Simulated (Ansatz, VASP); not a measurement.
# Fe2Cl in VASP and in Ansatz

```
Fe Cl
1.0
     0.00000    2.80600    2.80600
     2.80600    0.00000    2.80600
     2.80600    2.80600    0.00000
Fe Cl
2 1
Direct
  0.25000 0.25000 0.25000
  0.75000 0.75000 0.75000
  0.00000 0.00000 0.00000
```

Alike in both runs: functional PBE; k mesh 14 × 14 × 14; occupations gaussian, width 0.1 eV; collinear spin.

Ansatz relaxed the structure, and its values are those at the end. VASP's run is a single point on that final structure, the one shown.

|  | VASP | Ansatz |
| --- | --- | --- |
| version | VASP 6.6.1 | Ansatz 0.2.0 |
| potentials or method | VASP PAW PBE potentials, release 64 (Fe, Cl), cutoff 520 eV | scalar-relativistic, plane waves, PAW |
| valence electrons in the cell | 23 | 39 |

VASP gave:

* gap on the k mesh at the Fermi level (eV): none
* pressure (GPa): 0.4
* net moment per atom (μB): 1.84
* size of the moment on the site where the two differ most (μB): 2.72

Question: Estimate Ansatz's values.

Answer: gap on the k mesh at the Fermi level (eV): none; pressure (GPa): 0.0; net moment per atom (μB): 1.84; size of the moment on the site where the two differ most (μB): 2.70.

Site moments also hang on the region over which each program counts them. A gap of «none» marks a metal or a gap that the smearing closes. VASP's potentials hold 23 valence electrons a cell and Ansatz's 39, so a difference there can come from the potentials and not from the codes.
